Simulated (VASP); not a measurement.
Al2SbP, 4 atoms in the cell. It takes space group P-4m2 (No. 115, tetragonal). The conventional cell has a = 4.114 Å, b = 4.114 Å, c = 5.833 Å, α = 90.00°, β = 90.00°, γ = 90.00°. Within 3.2 Å of P (site symmetry -4m2) lie 4 Al at 2.43 Å. Within 3.2 Å of Al (site symmetry 2mm) lie 2 P at 2.43 Å and 2 Sb at 2.62 Å. Sb (site symmetry -4m2) has 4 Al at 2.62 Å within 3.5 Å. 

```yaml
Program: VASP 6.6.1
Task: single point
Functional: r2SCAN
Potentials_or_basis: VASP PAW PBE potentials, release 64 (P, Al, Sb)
Cutoff: 520 eV
k_mesh: 6 × 6 × 4
Occupations: gaussian, width 0.01 eV
Spin: no spin polarisation
Dipole_correction: no
Further_INCAR_settings: ALGO = Normal; EDIFF = 1e-06; NBANDS = 16
```

Potentials or basis: VASP PAW PBE potentials, release 64 (P, Al, Sb).

The run is started by

```bash
$ cat potpaw_PBE.64/P/POTCAR potpaw_PBE.64/Al/POTCAR potpaw_PBE.64/Sb/POTCAR > POTCAR
$ cp INCAR.step1 INCAR
$ mpirun -np 1 vasp_std > vasp.out
$ cp INCAR.step2 INCAR
$ mpirun -np 1 vasp_std > vasp.out
```

Hardware: 1 thread of Intel(R) Xeon(R) Platinum 8259CL CPU @ 2.50GHz (Skylake/Cascade Lake), on a shared host.

**Question.** Estimate the wall time of this run.

**Answer.** It took 2.1 min on 1 thread of Intel(R) Xeon(R) Platinum 8259CL CPU @ 2.50GHz (Skylake/Cascade Lake), with other jobs on the host, peak memory 0.25 GiB. Counts: k points 30.
